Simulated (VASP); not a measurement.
InP, 2 atoms in the cell. It takes space group I-4m2 (No. 119, tetragonal). The conventional cell has a = 4.502 Å, b = 4.502 Å, c = 4.966 Å, α = 90.00°, β = 90.00°, γ = 90.00°. In (site symmetry -4m2) has 4 P at 2.57 Å within 3.4 Å. Within 3.4 Å of P (site symmetry -4m2) lie 4 In at 2.57 Å.  This cell differs from its parent crystal: ratio of the length along z to the lengths across it x 0.78, volume and fractional coordinates fixed.

```yaml
Program: VASP 6.6.1
Task: single point
Functional: LDA
Potentials_or_basis: VASP PAW LDA potentials, release 64 (In_d, P)
Cutoff: 500 eV
k_mesh: 4 × 4 × 4
Occupations: gaussian, width 0.05 eV
Spin: no spin polarisation
Dipole_correction: no
Further_INCAR_settings: ALGO = Normal; EDIFF = 1e-06; NBANDS = 16
```

Potentials or basis: VASP PAW LDA potentials, release 64 (In_d, P).

The run is started by

```sh
$ cat potpaw_LDA.64/In_d/POTCAR potpaw_LDA.64/P/POTCAR > POTCAR
$ mpirun -np 1 vasp_std > vasp.out
```

Hardware: 1 thread of Intel(R) Xeon(R) Platinum 8259CL CPU @ 2.50GHz (Skylake/Cascade Lake), on a shared host.

How long does it take, and how much memory?

It took 12 s on 1 thread of Intel(R) Xeon(R) Platinum 8259CL CPU @ 2.50GHz (Skylake/Cascade Lake), on a shared host, peak memory 0.15 GiB. Counts: scf iterations 13, k points 13.
